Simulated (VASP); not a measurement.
Set up this calculation in VASP 6.6.1, as the native input.

```
Task                   : single point
Functional             : r2SCAN
Potentials or basis    : VASP PAW PBE potentials, release 64 (Al, Cu)
Cutoff                 : 520 eV
k mesh                 : 12 × 12 × 12
Occupations            : gaussian, width 0.15 eV
Spin                   : no spin polarisation
Dipole correction      : no
Further INCAR settings : ALGO = Normal; EDIFF = 1e-06; NBANDS = 18
```

Al3Cu:

```xyz
4
Lattice="3.5002 0.0000 0.0000 0.0000 3.8891 0.0000 0.0000 0.0000 3.8891" Properties=species:S:1:pos:R:3 pbc="T T T"
Al    0.0000    1.9446    1.9446
Al    1.7501    0.0000    1.9446
Al    1.7501    1.9446    0.0000
Cu    0.0000    0.0000    0.0000
```

This cell differs from its parent crystal: strain -0.1000 x Voigt [1, 0, 0, 0, 0, 0].

One way to write it, as run:

POSCAR

```
Al3Cu
1.0
    3.5002086020      0.0000000000      0.0000000000
    0.0000000000      3.8891206689      0.0000000000
    0.0000000000      0.0000000000      3.8891206689
Al Cu
3 1
Direct
    0.0000000000      0.5000000000      0.5000000000
    0.5000000000      0.0000000000      0.5000000000
    0.5000000000      0.5000000000      0.0000000000
    0.0000000000      0.0000000000      0.0000000000
```

INCAR.step1

```
ALGO = Normal
EDIFF = 1E-4
ENCUT = 520
GGA = PE
ISMEAR = 0
LASPH = True
LCHARG = False
LREAL = False
LWAVE = True
NBANDS = 18
NELM = 100
PREC = Accurate
SIGMA = 0.15
```

INCAR.step2

```
ALGO = Normal
EDIFF = 1E-6
ENCUT = 520
ISIF = 2
ISMEAR = 0
ISTART = 1
LASPH = True
LCHARG = True
LELF = True
LMIXTAU = True
LREAL = False
LVHAR = True
LWAVE = False
METAGGA = R2SCAN
NBANDS = 18
NELM = 100
PREC = Accurate
SIGMA = 0.15
```

KPOINTS

```
k-points
0
Gamma
  12 12 12
```

Potentials or basis: VASP PAW PBE potentials, release 64 (Al, Cu).

Launch:

```bash
$ cat potpaw_PBE.64/Al/POTCAR potpaw_PBE.64/Cu/POTCAR > POTCAR
$ cp INCAR.step1 INCAR
$ mpirun -np 1 vasp_std > vasp.out
$ cp INCAR.step2 INCAR
$ mpirun -np 1 vasp_std > vasp.out
```

Results of the run:

```json
{
  "Pressure": "13.6 GPa",
  "Band gap on the k mesh": "zero (bands 10 and 11 overlap by 4.54 eV)"
}
```

Caveat: the cell differs from its parent crystal (strain -0.1000 x Voigt [1, 0, 0, 0, 0, 0]); the stress differs along the axes, from 10 to 21 GPa; the PAW data sets were made with another functional, which shifts forces and pressure a little.

It took 7.2 min on 1 thread of Intel(R) Xeon(R) Platinum 8488C (Sapphire Rapids), with other jobs on the host, peak memory 0.3 GiB.
